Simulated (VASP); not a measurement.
# Ga3As3H10 in VASP: further runs

Ga3As3H10 is run at these levels: PBE; tasks: single point.

All numbers are computed with VASP 6.6.1; they aren't measurements. Logs are shortened: lines on timing, memory, paths and dates and some standing lists are left out, and cuts for length are marked.

## 1. The cell of the first run

The cell holds a wire or tube with vacuum around it, 16 atoms: a = 15.100 Å, b = 15.400 Å, c = 5.745 Å, α = 90.00°, β = 90.00°, γ = 90.00°.

## 2. Single point, PBE

INCAR reads:

```
PREC = Accurate ; ENCUT = 520
EDIFF = 1E-6 ; ISMEAR = 0
SIGMA = 0.05 ; LREAL = Auto
LASPH = T ; NELM = 100
ALGO = Normal ; ISIF = 2
LWAVE = F ; LCHARG = F
GGA = PE ; NBANDS = 46
```

KPOINTS reads:

```
regular mesh
0
Gamma
  1 1 10
```

POSCAR reads:

```
Ga3As3H10
1.0
   15.1000000000      0.0000000000      0.0000000000
    0.0000000000     15.4000000000      0.0000000000
    0.0000000000      0.0000000000      5.7453845737
Ga As H
3 3 10
Direct
    0.5485170085      0.5475718720      0.0000000000
    0.5485170085      0.3610334118      0.5000000000
    0.3582724862      0.5475718720      0.5000000000
    0.6436392697      0.4543026419      0.2500000000
    0.4533947474      0.6408411021      0.2500000000
    0.4533947474      0.4543026419      0.7500000000
    0.6085461425      0.6064316072      0.8422316364
    0.6085461425      0.3021736766      0.6577683636
    0.4884878746      0.3021736766      0.3422316364
    0.7017566477      0.5112878633      0.4027438935
    0.7017566477      0.3973174205      0.0972561065
    0.2982433523      0.6064316072      0.6577683636
    0.2982433523      0.4887121367      0.3422316364
    0.5115121254      0.6978263234      0.4027438935
    0.3952773693      0.6978263234      0.0972561065
    0.3952773693      0.3973174205      0.9027438935
```

Potentials or basis: VASP PAW PBE potentials, release 64 (Ga_d, As, H).

Run with:

```bash
$ cat potpaw_PBE.64/Ga_d/POTCAR potpaw_PBE.64/As/POTCAR potpaw_PBE.64/H/POTCAR > POTCAR
$ mpirun -np 1 vasp_std > vasp.out
```

OUTCAR:

```text
PREC = Accurate
   ENCUT = 520
   EDIFF = 1E-6
   ISMEAR = 0
   LREAL = Auto
   LASPH = T
   NELM = 100
   ISIF = 2
   GGA = PE

 ion  position               nearest neighbor table
   1  0.549  0.548  0.000-   7 1.57   6 2.49   5 2.49   4 2.49
   2  0.549  0.361  0.500-   9 1.57   8 1.57   6 2.49   4 2.49
   3  0.358  0.548  0.500-  12 1.57  13 1.57   5 2.49   6 2.49
   4  0.644  0.454  0.250-  10 1.52  11 1.52   1 2.49   2 2.49
   5  0.453  0.641  0.250-  14 1.52  15 1.52   1 2.49   3 2.49
   6  0.453  0.454  0.750-  16 1.52   2 2.49   1 2.49   3 2.49
   7  0.609  0.606  0.842-   1 1.57
   8  0.609  0.302  0.658-   2 1.57
   9  0.488  0.302  0.342-   2 1.57
  10  0.702  0.511  0.403-   4 1.52
  11  0.702  0.397  0.097-   4 1.52
  12  0.298  0.606  0.658-   3 1.57
  13  0.298  0.489  0.342-   3 1.57
  14  0.512  0.698  0.403-   5 1.52
  15  0.395  0.698  0.097-   5 1.52
  16  0.395  0.397  0.903-   6 1.52

  LATTYP: Found a simple orthorhombic cell.
 ALAT       =     5.7453845737
 B/A-ratio  =     2.6281965648
 C/A-ratio  =     2.6804123906

  Lattice vectors:

 A1 = (   0.0000000000,   0.0000000000,   5.7453845737)
 A2 = (  15.1000000000,   0.0000000000,   0.0000000000)
 A3 = (   0.0000000000,  15.4000000000,   0.0000000000)

Analysis of symmetry for initial positions (statically):
=====================================================================
 Subroutine PRICEL returns:
 Original cell was already a primitive cell.

 Routine SETGRP: Setting up the symmetry group for a
 simple orthorhombic supercell.

 Subroutine GETGRP returns: Found  1 space group operations
 (whereof  1 operations were pure point group operations)
 out of a pool of  8 trial point group operations.

The static configuration has the point symmetry C_1 .

Analysis of symmetry for dynamics (positions and initial velocities):
=====================================================================
 Subroutine PRICEL returns:
 Original cell was already a primitive cell.

 Routine SETGRP: Setting up the symmetry group for a
 simple orthorhombic supercell.

 Subroutine GETGRP returns: Found  1 space group operations
 (whereof  1 operations were pure point group operations)
 out of a pool of  8 trial point group operations.

The dynamic configuration has the point symmetry C_1 .

 Subroutine INISYM returns: Found  1 space group operations
 (whereof  1 operations are pure point group operations),
 and found     1 'primitive' translations

----------------------------------------------------------------------------------------

                                     Primitive cell

  volume of cell :    1336.0317

  direct lattice vectors                    reciprocal lattice vectors
    15.100000000  0.000000000  0.000000000     0.066225166  0.000000000  0.000000000
     0.000000000 15.400000000  0.000000000     0.000000000  0.064935065  0.000000000
     0.000000000  0.000000000  5.745384574     0.000000000  0.000000000  0.174052753

  length of vectors
    15.100000000 15.400000000  5.745384574     0.066225166  0.064935065  0.174052753

  position of ions in fractional coordinates (direct lattice)
     0.548517008  0.547571872  0.000000000
     0.548517008  0.361033412  0.500000000
     0.358272486  0.547571872  0.500000000
     0.643639270  0.454302642  0.250000000
     0.453394747  0.640841102  0.250000000
     0.453394747  0.454302642  0.750000000
[... 8 lines left out ...]
     0.395277369  0.697826323  0.097256106
     0.395277369  0.397317421  0.902743894

  ion indices of the primitive-cell ions
   primitive index   ion index
                 1           1
                 2           2
                 3           3
                 4           4
                 5           5
                 6           6
[... 8 lines left out ...]
                15          15
                16          16

----------------------------------------------------------------------------------------

 KPOINTS: regular mesh

Automatic generation of k-mesh.
 Grid dimensions read from file:
 generate k-points for:    1    1   10

 Generating k-lattice:

  Cartesian coordinates                     Fractional coordinates (reciprocal lattice)
     0.066225166  0.000000000  0.000000000     1.000000000  0.000000000  0.000000000
     0.000000000  0.064935065  0.000000000     0.000000000  1.000000000  0.000000000
     0.000000000  0.000000000  0.017405275     0.000000000  0.000000000  0.100000000

  Length of vectors
     0.066225166  0.064935065  0.017405275

  Shift w.r.t. Gamma in fractional coordinates (k-lattice)
     0.000000000  0.000000000  0.000000000

 Subroutine IBZKPT returns following result:
 ===========================================

 Found      6 irreducible k-points:

 Following reciprocal coordinates:
            Coordinates               Weight
  0.000000  0.000000  0.000000      1.000000
  0.000000  0.000000  0.100000      2.000000
  0.000000  0.000000  0.200000      2.000000
  0.000000  0.000000  0.300000      2.000000
  0.000000  0.000000  0.400000      2.000000
  0.000000  0.000000  0.500000      1.000000
   k-points           NKPTS =      6   k-points in BZ     NKDIM =      6   number of bands    NBANDS=     46
   number of dos      NEDOS =    301   number of ions     NIONS =     16
   total plane-waves  NPLWV = 645120
   dimension x,y,z NGX =   112 NGY =  120 NGZ =   48
   dimension x,y,z NGXF=   224 NGYF=  240 NGZF=   96
   ions per type =               3   3  10
   NGX,Y,Z   is equivalent  to a cutoff of  12.33, 12.95, 13.89 a.u.
   NGXF,Y,Z  is equivalent  to a cutoff of  24.66, 25.91, 27.78 a.u.
 SYSTEM =  unknown system
   PREC   = accura    normal or accurate (medium, high low for compatibility)
   ISTART =      0    job   : 0-new  1-cont  2-samecut
   ICHARG =      2    charge: 1-file 2-atom 10-const
   ISPIN  =      1    spin polarized calculation?
   LNONCOLLINEAR =      F non collinear calculations
   LSORBIT =      F    spin-orbit coupling
   LASPH  =      T    aspherical Exc in radial PAW
   ENCUT  =  520.0 eV  38.22 Ry    6.18 a.u.  28.08 28.63 10.68*2*pi/ulx,y,z
   NELM   =    100;   NELMIN=  2; NELMDL= -5     # of ELM steps
   EDIFF  = 0.1E-05   stopping-criterion for ELM
   LREAL  =      T    real-space projection
   EDIFFG = 0.1E-04   stopping-criterion for IOM
   NSW    =      0    number of steps for IOM
   IBRION =     -1    ionic relax: 0-MD 1-quasi-New 2-CG
   NFREE  =      0    steps in history (QN), initial steepest desc. (CG)
   ISIF   =      2    stress and relaxation
   ISYM   =      2    0-nonsym 1-usesym 2-fastsym
   POTIM  = 0.5000    time-step for ionic-motion
   TEBEG  =    0.0;   TEEND  =   0.0 temperature during run
   PSTRESS=    0.0 pullay stress
   NELECT =      64.0000    total number of electrons
   NUPDOWN=      -1.0000    fix difference up-down
   EMIN   =  10.00;   EMAX   =-10.00  energy-range for DOS
   EFERMI =   0.00;   METHOD = LEGACY
   ISMEAR =     0;   SIGMA  =   0.05  broadening in eV -4-tet -1-fermi 0-gaus
   EFERMI_NEDOS =   21; number of points for ismear=-14 and -15
   IALGO  =     38    algorithm
   IMIX   =      4    mixing-type and parameters
     AMIX     =   0.40;   BMIX     =  1.00
     AMIX_MAG =   1.60;   BMIX_MAG =  1.00
  volume/ion in A,a.u.               =      83.50       563.50
  Fermi-wavevector in a.u.,A,eV,Ry     =   0.594560  1.123556  4.809686  0.353502
  Thomas-Fermi vector in A             =   1.644189
   LORBIT       =      0    0 simple, 1 ext, 2 COOP (PROOUT), +10 PAW based schemes
   GGA     = PE    functional components
   LHFCALC =     F    Hartree Fock is set to
   AEXX    =    0.0000 exact exchange contribution
   IVDW    =     0    specifies the selected vdW correction
   LEPSILON=     F    determine dielectric tensor
   LRPA    =     F    only Hartree local field effects (RPA)
 non-spin polarized calculation
 Gauss-broadening in eV      SIGMA  =   0.05
  energy-cutoff  :      520.00
  volume of cell :     1336.03
 maximum number of plane-waves:     36013
   NGX = 57   NGY = 57   NGZ = 21

 number of electron      64.0000017 magnetization

 Free energy of the ion-electron system (eV)
  ---------------------------------------------------
  ext. energy  EPLUGINS =         0.00000000
  ---------------------------------------------------
  free energy    TOTEN  =       -54.86195914 eV

  energy without entropy =      -54.86195914  energy(sigma->0) =      -54.86195914

 E-fermi :  -4.7950     XC(G=0):  -2.0577

 val. band max:       -5.0335062083   @ k =   0.0000   0.0000   0.0000
 cond. band min:      -1.4752340009   @ k =   0.0000   0.0000   0.5000
 fundamental gap:      3.5582722074
 Fermi energy:        -4.7950109394

 k-point     1 :       0.0000    0.0000    0.0000
  band No.  band energies     occupation
      1     -18.4897      2.00000
      2     -18.4666      2.00000
      3     -18.4437      2.00000
      4     -18.3566      2.00000
      5     -18.3449      2.00000
      6     -17.7689      2.00000
[... 36 lines left out ...]
     43       0.9990      0.00000
     44       1.0284      0.00000

 k-point     2 :       0.0000    0.0000    0.1000
  band No.  band energies     occupation
      1     -18.4898      2.00000
      2     -18.4666      2.00000
      3     -18.4438      2.00000
      4     -18.3565      2.00000
      5     -18.3449      2.00000
      6     -17.7700      2.00000
[... 36 lines left out ...]
     43       0.9728      0.00000
     44       1.0663      0.00000

 k-point     3 :       0.0000    0.0000    0.2000
  band No.  band energies     occupation
      1     -18.4901      2.00000
      2     -18.4667      2.00000
      3     -18.4439      2.00000
      4     -18.3564      2.00000
      5     -18.3449      2.00000
      6     -17.7725      2.00000
[... 36 lines left out ...]
     43       0.8700      0.00000
     44       1.1300      0.00000

 k-point     4 :       0.0000    0.0000    0.3000
  band No.  band energies     occupation
      1     -18.4904      2.00000
      2     -18.4668      2.00000
      3     -18.4440      2.00000
      4     -18.3561      2.00000
      5     -18.3449      2.00000
      6     -17.7754      2.00000
[... 36 lines left out ...]
     43       0.9086      0.00000
     44       1.1787      0.00000

 k-point     5 :       0.0000    0.0000    0.4000
  band No.  band energies     occupation
      1     -18.4906      2.00000
      2     -18.4669      2.00000
      3     -18.4441      2.00000
      4     -18.3560      2.00000
      5     -18.3449      2.00000
      6     -17.7776      2.00000
[... 36 lines left out ...]
     43       1.1264      0.00000
     44       1.2244      0.00000

 k-point     6 :       0.0000    0.0000    0.5000
  band No.  band energies     occupation
      1     -18.4907      2.00000
      2     -18.4669      2.00000
      3     -18.4441      2.00000
      4     -18.3559      2.00000
      5     -18.3449      2.00000
      6     -17.7784      2.00000
[... 36 lines left out ...]
     43       1.2084      0.00000
     44       1.2764      0.00000
 [bands above 44 left out]

------------------------ aborting loop because EDIFF is reached ----------------------------------------

  FORCE on cell =-STRESS in cart. coord.  units (eV):
  Direction    XX          YY          ZZ          XY          YZ          ZX
  --------------------------------------------------------------------------------------
  -------------------------------------------------------------------------------------
  Total       -0.4198189     -0.4280003     -0.4958312     -0.3217330     -0.5564253     -0.5588453
  in kB       -0.5034494     -0.5132605     -0.5946038     -0.3858242     -0.6672686     -0.6701707
  external PRESSURE =      -0.5371046 kB  Pullay stress =       0.0000000 kB

 VOLUME and BASIS-vectors are now :
 -----------------------------------------------------------------------------
  energy-cutoff  :      520.00
  volume of cell :     1336.03
      direct lattice vectors                 reciprocal lattice vectors
    15.100000000  0.000000000  0.000000000     0.066225166  0.000000000  0.000000000
     0.000000000 15.400000000  0.000000000     0.000000000  0.064935065  0.000000000
     0.000000000  0.000000000  5.745384574     0.000000000  0.000000000  0.174052753

 POSITION                                       TOTAL-FORCE (eV/Angst)
 -----------------------------------------------------------------------------------
      8.28261      8.43261      0.00000         0.126643      0.124304     -0.596783
      8.28261      5.55991      2.87269        -0.022344     -1.058241      0.380433
      5.40991      8.43261      2.87269        -1.058357     -0.025077      0.378909
      9.71895      6.99626      1.43635        -1.017917      0.094974      0.287838
      6.84626      9.86895      1.43635         0.094251     -1.016887      0.288611
      6.84626      6.99626      4.30904         0.611202      0.603517     -0.185359
[... 8 lines left out ...]
      5.96869     10.74653      0.55877         0.249649      0.196653      0.165979
      5.96869      6.11869      5.18661         0.001999      0.002839     -0.080764
 -----------------------------------------------------------------------------------
    total drift:                                0.009786     -0.002597     -0.001607

  FREE ENERGIE OF THE ION-ELECTRON SYSTEM (eV)
  ---------------------------------------------------
  free  energy   TOTEN  =       -54.8619591394 eV

  energy  without entropy=      -54.8619591394  energy(sigma->0) =      -54.86195914
```

Wall time 21 min (1 thread of Intel Xeon 8259CL, shared host); peak memory 1.1 GiB.

Results:

```
Free energy            : -54.8620 eV
Largest force          : 1.125 eV/Å
Band gap on the k mesh : 3.56 eV (least direct gap 3.57 eV)
```

Forces in eV/Å, atoms in the order of the input:
```
Ga   0.127  0.124 -0.597
Ga  -0.022 -1.058  0.380
Ga  -1.058 -0.025  0.379
As  -1.018  0.095  0.288
As   0.094 -1.017  0.289
As   0.611  0.604 -0.185
H    0.013  0.014 -0.121
H    0.229  0.185  0.133
H   -0.075  0.308 -0.218
H    0.323 -0.158 -0.257
H    0.196  0.250  0.166
H    0.183  0.230  0.133
H    0.307 -0.075 -0.218
H   -0.160  0.324 -0.257
H    0.250  0.197  0.166
H    0.002  0.003 -0.081
```

## 3. Single point, PBE

This run uses another cell than the first one.

INCAR reads:

```
PREC     = Accurate       # precision mode
ENCUT    = 520            # plane-wave cutoff, eV
EDIFF    = 1E-6           # SCF threshold, eV
ISMEAR   = 0              # smearing method
SIGMA    = 0.05           # smearing width, eV
LREAL    = Auto         
LASPH    = True           # aspherical terms in the spheres
NELM     = 80             # most SCF steps
ALGO     = Normal         # electronic algorithm
ISIF     = 2              # what is computed and relaxed
LWAVE    = False          # write WAVECAR
LCHARG   = True           # write CHGCAR
GGA      = PE             # functional
LELF     = True           # ELF
LVHAR    = True         
NBANDS   = 46             # bands
```

KPOINTS is that of step 2.

POSCAR reads:

```
Ga3As3H10
1.0
   15.1000000000      0.0000000000      0.0000000000
    0.0000000000     15.4000000000      0.0000000000
    0.0000000000      0.0000000000      5.8983270098
Ga As H
3 3 10
Direct
    0.5534086601      0.5523522423     -0.0232163708
    0.5511573249      0.3490240099      0.5228154720
    0.3460418571      0.5501876775      0.5228789949
    0.6278958304      0.4488515263      0.2409267883
    0.4478523842      0.6253967573      0.2409315090
    0.4624347755      0.4631638817      0.7228927827
    0.6188901781      0.6165712779      0.8578112002
    0.6255507128      0.3145917162      0.6835098521
    0.4888803147      0.2918652173      0.3738764799
    0.6999102470      0.5006061789      0.3598762149
    0.6893659478      0.3959804574      0.0911570396
    0.3109514556      0.6231506897      0.6835630729
    0.2877002920      0.4891493523      0.3739829222
    0.5006403414      0.6960072978      0.3598727976
    0.3939329427      0.6856739264      0.0911664845
    0.4087690271      0.4105493883      0.8929302896
```

Potentials or basis: VASP PAW PBE potentials, release 64 (Ga_d, As, H).

Run with:

```bash
$ cat potpaw_PBE.64/Ga_d/POTCAR potpaw_PBE.64/As/POTCAR potpaw_PBE.64/H/POTCAR > POTCAR
$ mpirun -np 1 vasp_std > vasp.out
```

OUTCAR:

```text
PREC = Accurate
   ENCUT = 520
   EDIFF = 1E-6
   ISMEAR = 0
   LREAL = Auto
   LASPH = True
   NELM = 80
   ISIF = 2
   GGA = PE

 ion  position               nearest neighbor table
   1  0.553  0.552  0.977-   7 1.56   6 2.45   4 2.50   5 2.50
   2  0.551  0.349  0.523-   9 1.56   8 1.56   6 2.51   4 2.54
   3  0.346  0.550  0.523-  13 1.56  12 1.56   6 2.51   5 2.54
   4  0.628  0.449  0.241-  11 1.52  10 1.52   1 2.50   2 2.54
   5  0.448  0.625  0.241-  15 1.52  14 1.52   1 2.50   3 2.54
   6  0.462  0.463  0.723-  16 1.52   1 2.45   3 2.51   2 2.51
   7  0.619  0.617  0.858-   1 1.56
[... 500 lines left out ...]
  Total        0.0873559      0.0760099      0.1626148      0.0051130     -0.0028262      0.0011813
  in kB        0.1020414      0.0887880      0.1899521      0.0059725     -0.0033014      0.0013799
  external PRESSURE =       0.1269272 kB  Pullay stress =       0.0000000 kB

 VOLUME and BASIS-vectors are now :
 -----------------------------------------------------------------------------
  energy-cutoff  :      520.00
  volume of cell :     1371.60
      direct lattice vectors                 reciprocal lattice vectors
    15.100000000  0.000000000  0.000000000     0.066225166  0.000000000  0.000000000
     0.000000000 15.400000000  0.000000000     0.000000000  0.064935065  0.000000000
     0.000000000  0.000000000  5.898327010     0.000000000  0.000000000  0.169539600

 POSITION                                       TOTAL-FORCE (eV/Angst)
 -----------------------------------------------------------------------------------
      8.35647      8.50622      5.76139         0.027798      0.027981     -0.033970
      8.32248      5.37497      3.08374         0.005113     -0.035981     -0.000654
      5.22523      8.47289      3.08411        -0.038464      0.004879     -0.002345
      9.48123      6.91231      1.42106        -0.091528     -0.004507      0.014784
      6.76257      9.63111      1.42109         0.009761     -0.089438      0.027871
      6.98277      7.13272      4.26386         0.029379      0.037292     -0.047256
[... 8 lines left out ...]
      5.94839     10.55938      0.53773        -0.046671      0.047688     -0.045250
      6.17241      6.32246      5.26679        -0.039057     -0.038861      0.047619
 -----------------------------------------------------------------------------------
    total drift:                                0.019713      0.016986     -0.000213

  FREE ENERGIE OF THE ION-ELECTRON SYSTEM (eV)
  ---------------------------------------------------
  free  energy   TOTEN  =       -55.5349328516 eV

  energy  without entropy=      -55.5349328516  energy(sigma->0) =      -55.53493285
```

Wall time 21 min (1 thread of Intel Xeon 8259CL, shared host); peak memory 1.2 GiB.

Results:

| Property | Result |
| --- | --- |
| Free energy | -55.5349 eV |
| Largest force | 0.094 eV/Å |
| Band gap on the k mesh | 4.16 eV (least direct gap 4.29 eV) |

Forces in eV/Å, atoms in the order of the input:
```
Ga   0.028  0.028 -0.034
Ga   0.005 -0.036 -0.001
Ga  -0.038  0.005 -0.002
As  -0.092 -0.005  0.015
As   0.010 -0.089  0.028
As   0.029  0.037 -0.047
H   -0.019 -0.019  0.014
H   -0.019  0.008 -0.013
H    0.010  0.016  0.012
H    0.058  0.043  0.037
H    0.047 -0.047 -0.045
H    0.008 -0.019 -0.013
H    0.015  0.010  0.012
H    0.043  0.059  0.037
H   -0.047  0.048 -0.045
H   -0.039 -0.039  0.048
```
